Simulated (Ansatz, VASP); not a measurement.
**In3Se: VASP beside Ansatz**

```xyz
4
Lattice="4.7028 0.0000 0.0000 0.0000 4.7028 0.0000 0.0000 0.0000 4.7028" Properties=species:S:1:pos:R:3 pbc="T T T"
In    0.0000    2.3514    2.3514
In    2.3514    0.0000    2.3514
In    2.3514    2.3514    0.0000
Se    0.0000    0.0000    0.0000
```

Alike in both runs: functional r2SCAN; dispersion rVV10; k mesh 10 × 10 × 10; occupations gaussian, width 0.1 eV; no spin polarisation.

Ansatz relaxed the structure, and its values are those at the end. VASP's run is a single point on that final structure, the one shown.

```csv
,VASP,Ansatz
version,VASP 6.6.1,Ansatz 0.2.0
potentials or method,"VASP PAW PBE potentials, release 64 (In_d, Se), cutoff 520 eV","scalar-relativistic, plane waves, PAW"
valence electrons in the cell,45,55
```

```csv
,VASP,Ansatz,Ansatz less VASP
gap on the k mesh at the Fermi level (eV),none,none,-
pressure (GPa),0.2,0.0,-0.15
```

VASP's potentials were made for PBE, not for r2SCAN. A gap of «none» marks a metal or a gap that the smearing closes. VASP's potentials hold 45 valence electrons a cell and Ansatz's 55, so a difference there can come from the potentials and not from the codes.
